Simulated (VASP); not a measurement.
# Pt (Fm-3m) in VASP: a series of runs

The runs below take Pt through single point, with PBEsol.

Program: VASP 6.6.1. These are calculated values, not measurements. Logs are shortened: lines on timing, memory, paths and dates and some standing lists are left out, and cuts for length are marked.

**1. The cell of the first run**

The structure is cubic, space group Fm-3m (No. 225). The conventional cell has a = 4.140 Å, b = 4.140 Å, c = 4.140 Å, α = 90.00°, β = 90.00°, γ = 90.00°. Within 3.9 Å of Pt (site symmetry m-3m) lie 12 Pt at 2.93 Å.

**2. Single point, PBEsol, collinear spin, ferromagnetic start**

File INCAR:

```
PREC = Accurate
ENCUT = 520
EDIFF = 1E-6
ISMEAR = 0
SIGMA = 0.15
LREAL = F
LASPH = T
NELM = 150
ALGO = Fast
ISIF = 2
LWAVE = F
LCHARG = T
ISPIN = 2
MAGMOM = 0.45
LORBIT = 11
NUPDOWN = 0.45
LMAXMIX = 4
GGA = PS
LELF = T
LVHAR = T
NBANDS = 15
```

File KPOINTS:

```
regular mesh
0
Gamma
  22 22 22
```

File POSCAR:

```
Pt
1.0
    0.0000000000      2.0700977806      2.0700977806
    2.0700977806      0.0000000000      2.0700977806
    2.0700977806      2.0700977806      0.0000000000
Pt
1
Direct
    0.0000000000      0.0000000000      0.0000000000
```

Potentials or basis: VASP PAW PBE potentials, release 64 (Pt).

Launch:

```sh
$ cat potpaw_PBE.64/Pt/POTCAR > POTCAR
$ mpirun -np 1 vasp_std > vasp.out
```

OUTCAR:

```text
PREC = Accurate
   ENCUT = 520
   EDIFF = 1E-6
   ISMEAR = 0
   LREAL = F
   LASPH = T
   NELM = 150
   ISIF = 2
   ISPIN = 2
   LORBIT = 11
   NUPDOWN = 0.45
   GGA = PS

 ion  position               nearest neighbor table
   1  0.000  0.000  0.000-

  LATTYP: Found a face centered cubic cell.
 ALAT       =     4.1401955612

  Lattice vectors:

 A1 = (   0.0000000000,   2.0700977806,   2.0700977806)
 A2 = (   2.0700977806,   0.0000000000,   2.0700977806)
 A3 = (   2.0700977806,   2.0700977806,   0.0000000000)

Analysis of symmetry for initial positions (statically):
=====================================================================
 Subroutine PRICEL returns:
 Original cell was already a primitive cell.

 Routine SETGRP: Setting up the symmetry group for a
 face centered cubic supercell.

 Subroutine GETGRP returns: Found 48 space group operations
 (whereof 48 operations were pure point group operations)
 out of a pool of 48 trial point group operations.

The static configuration has the point symmetry O_h .

Analysis of symmetry for dynamics (positions and initial velocities):
=====================================================================
 Subroutine PRICEL returns:
 Original cell was already a primitive cell.

 Routine SETGRP: Setting up the symmetry group for a
 face centered cubic supercell.

 Subroutine GETGRP returns: Found 48 space group operations
 (whereof 48 operations were pure point group operations)
 out of a pool of 48 trial point group operations.

The dynamic configuration has the point symmetry O_h .

Analysis of structural, dynamic, and magnetic symmetry:
=====================================================================
 Subroutine PRICEL returns:
 Original cell was already a primitive cell.

 Routine SETGRP: Setting up the symmetry group for a
 face centered cubic supercell.

 Subroutine GETGRP returns: Found 48 space group operations
 (whereof 48 operations were pure point group operations)
 out of a pool of 48 trial point group operations.

The overall configuration has the point symmetry O_h .

 Subroutine INISYM returns: Found 48 space group operations
 (whereof 48 operations are pure point group operations),
 and found     1 'primitive' translations

----------------------------------------------------------------------------------------

                                     Primitive cell

  volume of cell :      17.7420

  direct lattice vectors                    reciprocal lattice vectors
     0.000000000  2.070097781  2.070097781    -0.241534484  0.241534484  0.241534484
     2.070097781  0.000000000  2.070097781     0.241534484 -0.241534484  0.241534484
     2.070097781  2.070097781  0.000000000     0.241534484  0.241534484 -0.241534484

  length of vectors
     2.927560357  2.927560357  2.927560357     0.418349999  0.418349999  0.418349999

  position of ions in fractional coordinates (direct lattice)
     0.000000000  0.000000000  0.000000000

  ion indices of the primitive-cell ions
   primitive index   ion index
                 1           1

----------------------------------------------------------------------------------------

 KPOINTS: regular mesh

Automatic generation of k-mesh.
 Grid dimensions read from file:
 generate k-points for:   22   22   22

 Generating k-lattice:

  Cartesian coordinates                     Fractional coordinates (reciprocal lattice)
    -0.010978840  0.010978840  0.010978840     0.045454545  0.000000000  0.000000000
     0.010978840 -0.010978840  0.010978840     0.000000000  0.045454545  0.000000000
     0.010978840  0.010978840 -0.010978840     0.000000000  0.000000000  0.045454545

  Length of vectors
     0.019015909  0.019015909  0.019015909

  Shift w.r.t. Gamma in fractional coordinates (k-lattice)
     0.000000000  0.000000000  0.000000000

 Subroutine IBZKPT returns following result:
 ===========================================

 Found    328 irreducible k-points:

 Following reciprocal coordinates:
            Coordinates               Weight
  0.000000  0.000000  0.000000      1.000000
  0.045455  0.000000  0.000000      8.000000
  0.090909  0.000000  0.000000      8.000000
  0.136364  0.000000  0.000000      8.000000
  0.181818  0.000000  0.000000      8.000000
  0.227273  0.000000  0.000000      8.000000
[... 16 lines left out ...]
  0.500000  0.045455  0.000000     24.000000
 -0.454545  0.045455  0.000000     24.000000
 [... further k-points ...]
   k-points           NKPTS =    328   k-points in BZ     NKDIM =    328   number of bands    NBANDS=     15
   number of dos      NEDOS =    301   number of ions     NIONS =      1
   total plane-waves  NPLWV =  13824
   dimension x,y,z NGX =    24 NGY =   24 NGZ =   24
   dimension x,y,z NGXF=    48 NGYF=   48 NGZF=   48
   ions per type =               1
   NGX,Y,Z   is equivalent  to a cutoff of  13.63, 13.63, 13.63 a.u.
   NGXF,Y,Z  is equivalent  to a cutoff of  27.26, 27.26, 27.26 a.u.
 SYSTEM =  unknown system
   PREC   = accura    normal or accurate (medium, high low for compatibility)
   ISTART =      0    job   : 0-new  1-cont  2-samecut
   ICHARG =      2    charge: 1-file 2-atom 10-const
   ISPIN  =      2    spin polarized calculation?
   LNONCOLLINEAR =      F non collinear calculations
   LSORBIT =      F    spin-orbit coupling
   LASPH  =      T    aspherical Exc in radial PAW
   ENCUT  =  520.0 eV  38.22 Ry    6.18 a.u.   5.44  5.44  5.44*2*pi/ulx,y,z
   NELM   =    150;   NELMIN=  2; NELMDL= -5     # of ELM steps
   EDIFF  = 0.1E-05   stopping-criterion for ELM
   LREAL  =      F    real-space projection
   EDIFFG = 0.1E-04   stopping-criterion for IOM
   NSW    =      0    number of steps for IOM
   IBRION =     -1    ionic relax: 0-MD 1-quasi-New 2-CG
   NFREE  =      0    steps in history (QN), initial steepest desc. (CG)
   ISIF   =      2    stress and relaxation
   ISYM   =      2    0-nonsym 1-usesym 2-fastsym
   POTIM  = 0.5000    time-step for ionic-motion
   TEBEG  =    0.0;   TEEND  =   0.0 temperature during run
   PSTRESS=    0.0 pullay stress
   NELECT =      10.0000    total number of electrons
   NUPDOWN=       0.4500    fix difference up-down
   EMIN   =  10.00;   EMAX   =-10.00  energy-range for DOS
   EFERMI =   0.00;   METHOD = LEGACY
   ISMEAR =     0;   SIGMA  =   0.15  broadening in eV -4-tet -1-fermi 0-gaus
   EFERMI_NEDOS =   21; number of points for ismear=-14 and -15
   IALGO  =     68    algorithm
   IMIX   =      4    mixing-type and parameters
     AMIX     =   0.40;   BMIX     =  1.00
     AMIX_MAG =   1.60;   BMIX_MAG =  1.00
  volume/ion in A,a.u.               =      17.74       119.73
  Fermi-wavevector in a.u.,A,eV,Ry     =   1.352303  2.555482 24.881288  1.828723
  Thomas-Fermi vector in A             =   2.479653
   LORBIT       =     11    0 simple, 1 ext, 2 COOP (PROOUT), +10 PAW based schemes
   GGA     = PS    functional components
   LHFCALC =     F    Hartree Fock is set to
   AEXX    =    0.0000 exact exchange contribution
   IVDW    =     0    specifies the selected vdW correction
   LEPSILON=     F    determine dielectric tensor
   LRPA    =     F    only Hartree local field effects (RPA)
 spin polarized calculation
 RMM-DIIS sequential band-by-band and
 Gauss-broadening in eV      SIGMA  =   0.15
  energy-cutoff  :      520.00
  volume of cell :       17.74
 maximum number of plane-waves:       531
 NGX is ok and might be reduce to    24
   NGX = 11   NGY = 11   NGZ = 11

 number of electron      10.0000001 magnetization       0.4500000

 Free energy of the ion-electron system (eV)
  ---------------------------------------------------
  ext. energy  EPLUGINS =         0.00000000
  ---------------------------------------------------
  free energy    TOTEN  =        -6.65696263 eV

  energy without entropy =       -6.63733115  energy(sigma->0) =       -6.64714689

 E-fermi :   8.2066     XC(G=0): -12.6815

 val. band max:        8.3181578947   @ k =   0.5000   0.0000   0.0000
 cond. band min:       8.2067129527   @ k =   0.4545   0.4091   0.0455
 fundamental gap:     -0.1114449420
 Fermi energy:         8.3255185690

 spin component 1

 k-point     1 :       0.0000    0.0000    0.0000
  band No.  band energies     occupation
      1      -0.3870      1.00000
      2       5.1671      1.00000
      3       5.1671      1.00000
      4       5.1671      1.00000
      5       6.8446      1.00000
      6       6.8446      1.00000
      7      23.1325      0.00000
      8      27.1823      0.00000
      9      27.1823      0.00000
     10      27.1823      0.00000
     11      31.9514      0.00000
     12      36.9565      0.00000
     13      36.9565      0.00000
     14      36.9565      0.00000
     15      38.1907      0.00000

 k-point     2 :       0.0455    0.0000    0.0000
  band No.  band energies     occupation
      1      -0.3155      1.00000
      2       5.1400      1.00000
      3       5.1936      1.00000
      4       5.1936      1.00000
      5       6.8315      1.00000
      6       6.8315      1.00000
      7      23.2281      0.00000
      8      26.7149      0.00000
      9      27.2757      0.00000
     10      27.2757      0.00000
     11      32.3982      0.00000
     12      35.8071      0.00000
     13      36.4402      0.00000
     14      36.4402      0.00000
     15      38.4681      0.00000
[... 365 lines left out ...]
      3       5.2015      1.00000
      4       7.4608      1.00000
      5       8.0878      0.98748
      6       8.9198      0.00000
      7      12.8354      0.00000
      8      22.7323      0.00000
      9      25.7193      0.00000
     10      25.7925      0.00000
     11      33.8172      0.00000
     12      33.9384      0.00000
     13      35.1995      0.00000
     14      39.7920      0.00000
     15      40.3437      0.00000

 k-point    24 :      -0.4545    0.0455    0.0000
  band No.  band energies     occupation
      1       2.3684      1.00000
      2       5.1279      1.00000
      3       5.2016      1.00000
      4       7.4297      1.00000
      5       8.0124      0.99842
      6       8.8343      0.00000
      7      13.0326      0.00000
      8      22.7545      0.00000
      9      25.5864      0.00000
     10      26.0317      0.00000
     11      33.7142      0.00000
     12      33.8838      0.00000
     13      35.1120      0.00000
     14      39.9575      0.00000
     15      40.2015      0.00000

 [... further k-points ...]

 spin component 2

 k-point     1 :       0.0000    0.0000    0.0000
  band No.  band energies     occupation
      1      -0.3181      1.00000
      2       5.4731      1.00000
      3       5.4731      1.00000
      4       5.4731      1.00000
      5       7.1155      1.00000
      6       7.1155      1.00000
      7      23.1742      0.00000
      8      27.2212      0.00000
      9      27.2212      0.00000
     10      27.2212      0.00000
     11      31.9415      0.00000
     12      37.0471      0.00000
     13      37.0471      0.00000
     14      37.0472      0.00000
     15      38.4116      0.00000

 k-point     2 :       0.0455    0.0000    0.0000
  band No.  band energies     occupation
      1      -0.2467      1.00000
      2       5.4446      1.00000
      3       5.4999      1.00000
      4       5.4999      1.00000
      5       7.1019      1.00000
      6       7.1019      1.00000
      7      23.2714      0.00000
      8      26.7525      0.00000
      9      27.3157      0.00000
     10      27.3157      0.00000
     11      32.3926      0.00000
     12      35.9308      0.00000
     13      36.5526      0.00000
     14      36.5526      0.00000
     15      38.6632      0.00000
[... 365 lines left out ...]
      3       5.4680      1.00000
      4       7.6524      1.00000
      5       8.4142      0.02513
      6       9.0847      0.00000
      7      13.0813      0.00000
      8      22.7551      0.00000
      9      25.8152      0.00000
     10      25.8865      0.00000
     11      33.8802      0.00000
     12      34.0003      0.00000
     13      35.2814      0.00000
     14      39.9588      0.00000
     15      40.5510      0.00000

 k-point    24 :      -0.4545    0.0455    0.0000
  band No.  band energies     occupation
      1       2.5647      1.00000
      2       5.3921      1.00000
      3       5.4680      1.00000
      4       7.6071      1.00000
      5       8.3375      0.10852
      6       9.0241      0.00000
      7      13.2689      0.00000
      8      22.7778      0.00000
      9      25.6817      0.00000
     10      26.1270      0.00000
     11      33.7761      0.00000
     12      33.9466      0.00000
     13      35.1940      0.00000
     14      40.1374      0.00000
     15      40.3876      0.00000

 [... further k-points ...]
[... 5 lines left out ...]
  --------------------------------------------------------------------------------------
  -------------------------------------------------------------------------------------
  Total       -3.3025302     -3.3025302     -3.3025302      0.0000000      0.0000000      0.0000000
  in kB     -298.2323838   -298.2323838   -298.2323838      0.0000000      0.0000000      0.0000000
  external PRESSURE =    -298.2323838 kB  Pullay stress =       0.0000000 kB

 VOLUME and BASIS-vectors are now :
 -----------------------------------------------------------------------------
  energy-cutoff  :      520.00
  volume of cell :       17.74
      direct lattice vectors                 reciprocal lattice vectors
     0.000000000  2.070097781  2.070097781    -0.241534484  0.241534484  0.241534484
     2.070097781  0.000000000  2.070097781     0.241534484 -0.241534484  0.241534484
     2.070097781  2.070097781  0.000000000     0.241534484  0.241534484 -0.241534484

 POSITION                                       TOTAL-FORCE (eV/Angst)
 -----------------------------------------------------------------------------------
      0.00000      0.00000      0.00000        -0.000000     -0.000000     -0.000000
 -----------------------------------------------------------------------------------
    total drift:                               -0.000000     -0.000000     -0.000000

  FREE ENERGIE OF THE ION-ELECTRON SYSTEM (eV)
  ---------------------------------------------------
  free  energy   TOTEN  =        -6.6569626269 eV

  energy  without entropy=       -6.6373311512  energy(sigma->0) =       -6.64714689

 total charge

# of ion       s       p       d       tot
------------------------------------------
    1        0.557   0.433   7.935   8.925

 magnetization (x)

# of ion       s       p       d       tot
------------------------------------------
    1       -0.000  -0.006   0.458   0.452
```

Run time: 89 s. Hardware: 1 thread of AMD EPYC 9R45 (Zen 5), shared host; peak memory 0.23 GiB.

Results:

| Property | Result |
| --- | --- |
| Free energy | -6.6570 eV |
| Pressure | -29.8 GPa |
| Net moment | 0.45 μB per cell |
| Site moments | Pt +0.45 μB |
| Valence electrons inside the program's atomic spheres | Pt 8.93 |

Caveat: the PAW data sets were made with another functional, which shifts forces and pressure a little; spin-orbit coupling is left out, which moves the levels of the heavy elements; the total moment is fixed, so each spin has its own Fermi level.

**3. Single point, PBEsol, collinear spin, ferromagnetic start**

File INCAR:

```
PREC = Accurate ; ENCUT = 520
EDIFF = 1E-6 ; ISMEAR = 0
SIGMA = 0.15 ; LREAL = False
LASPH = True ; NELM = 150
ALGO = Normal ; ISIF = 2
LWAVE = False ; LCHARG = False
ISPIN = 2 ; MAGMOM = 0.05
LORBIT = 11 ; NUPDOWN = 0.05
LMAXMIX = 4 ; GGA = PS
NBANDS = 15
```

KPOINTS is that of step 2.

POSCAR is that of step 2.

Potentials or basis: VASP PAW PBE potentials, release 64 (Pt).

Launch:

```sh
$ cat potpaw_PBE.64/Pt/POTCAR > POTCAR
$ mpirun -np 1 vasp_std > vasp.out
```

OUTCAR:

```text
PREC = Accurate
   ENCUT = 520
   EDIFF = 1E-6
   ISMEAR = 0
   LREAL = False
   LASPH = True
   NELM = 150
   ISIF = 2
   ISPIN = 2
   LORBIT = 11
   NUPDOWN = 0.05
   GGA = PS

 ion  position               nearest neighbor table
   1  0.000  0.000  0.000-

  LATTYP: Found a face centered cubic cell.
 ALAT       =     4.1401955612

  Lattice vectors:

 A1 = (   0.0000000000,   2.0700977806,   2.0700977806)
 A2 = (   2.0700977806,   0.0000000000,   2.0700977806)
[... 1073 lines left out ...]
  -------------------------------------------------------------------------------------
  Total       -3.3711097     -3.3711097     -3.3711097      0.0000000      0.0000000      0.0000000
  in kB     -304.4254020   -304.4254020   -304.4254020      0.0000000      0.0000000      0.0000000
  external PRESSURE =    -304.4254020 kB  Pullay stress =       0.0000000 kB

 VOLUME and BASIS-vectors are now :
 -----------------------------------------------------------------------------
  energy-cutoff  :      520.00
  volume of cell :       17.74
      direct lattice vectors                 reciprocal lattice vectors
     0.000000000  2.070097781  2.070097781    -0.241534484  0.241534484  0.241534484
     2.070097781  0.000000000  2.070097781     0.241534484 -0.241534484  0.241534484
     2.070097781  2.070097781  0.000000000     0.241534484  0.241534484 -0.241534484

 POSITION                                       TOTAL-FORCE (eV/Angst)
 -----------------------------------------------------------------------------------
      0.00000      0.00000      0.00000        -0.000000     -0.000000     -0.000000
 -----------------------------------------------------------------------------------
    total drift:                                0.000000      0.000000     -0.000000

  FREE ENERGIE OF THE ION-ELECTRON SYSTEM (eV)
  ---------------------------------------------------
  free  energy   TOTEN  =        -6.6666096164 eV

  energy  without entropy=       -6.6404402976  energy(sigma->0) =       -6.65352496

 total charge

# of ion       s       p       d       tot
------------------------------------------
    1        0.556   0.432   7.937   8.925

 magnetization (x)

# of ion       s       p       d       tot
------------------------------------------
    1       -0.000  -0.001   0.051   0.050
```

stdout:

```text
POSCAR found type information on POSCAR Pt
 POSCAR found :  1 types and       1 ions
 scaLAPACK will be used
 -----------------------------------------------------------------------------
|                                                                             |
|                                                                             |
|     You enforced a specific xc type in the INCAR file but a different       |
|     I HOPE YOU KNOW WHAT YOU ARE DOING!                                     |
|                                                                             |
 -----------------------------------------------------------------------------

 LDA part: xc-table for (Slater+PW92), standard interpolation
 POSCAR, INCAR and KPOINTS ok, starting setup
 FFT: planning ... GRIDC
 FFT: planning ... GRID_SOFT
 FFT: planning ... GRID
 WAVECAR not read
 entering main loop
```

Wall time 80 s (1 thread of AMD EPYC 9R45 (Zen 5), shared host); peak memory 0.23 GiB.

Results:

```yaml
Free_energy: -6.6666 eV
Pressure: -30.4 GPa
Net_moment: 0.05 μB per cell
Site_moments: Pt +0.05 μB
Valence_electrons_inside_the_program's_atomic_spheres: Pt 8.93
```

Caveat: the PAW data sets were made with another functional, which shifts forces and pressure a little; spin-orbit coupling is left out, which moves the levels of the heavy elements; the total moment is fixed, so each spin has its own Fermi level.
